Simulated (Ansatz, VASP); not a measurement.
One calculation of Au, two programs

INCAR

```
  PREC = Accurate
  ENCUT = 520
  EDIFF = 1E-6
  ISMEAR = -1
  SIGMA = 0.1
  LREAL = False
  LASPH = True
  NELM = 60
  ALGO = Normal
  ISIF = 2
  LWAVE = False
  LCHARG = False
  GGA = PE
  NBANDS = 12
```

KPOINTS

```
regular mesh
0
Gamma
  17 17 17
```

Contents of POSCAR:

```
Au
1.0
    0.0000000000      1.9613679084      1.9613679084
    1.9613679084      0.0000000000      1.9613679084
    1.9613679084      1.9613679084      0.0000000000
Au
1
Direct
    0.0000000000      0.0000000000      0.0000000000
```

Input for Ansatz:

```yaml
crystal:
  lattice:
    - [0.0, 1.9613679084, 1.9613679084]
    - [1.9613679084, 0.0, 1.9613679084]
    - [1.9613679084, 1.9613679084, 0.0]
  atoms:
    - { symbol: Au, position: [0.0, 0.0, 0.0] }
kpoints:
  mp_grid: { grid: [17, 17, 17] }
scf:
  occupations: { method: fermi_dirac, width: 0.1 }
hamiltonian:
  xc: pbe
  pseudopotentials: { kind: all_electron, lapw: { basis_error: 0.001 } }
output:
  forces: true
  stress: true
  eigenvalues: true
  populations: true
```

Change from the starting cell: volume scaled by 0.84, LAPW.

Alike in both runs: task single point; functional PBE; k mesh 17 × 17 × 17; occupations fermi-dirac, width 0.1 eV; no spin polarisation.

|  | VASP | Ansatz |
| --- | --- | --- |
| version | VASP 6.6.1 | Ansatz 0.2.0 |
| potentials or method | VASP PAW PBE potentials, release 64 (Au), cutoff 520 eV | all-electron LAPW, scalar-relativistic |

VASP gave:

| Item | Value |
| --- | --- |
| pressure (GPa) | 40.1 |

Q: Which values does Ansatz return?

A: Pressure (GPa): 40.5.

Both programs put the cell under a high pressure, so it lies far from rest at this level. Ansatz ran all-electron here, and VASP with PAW potentials.

Neither program's run includes spin-orbit coupling.
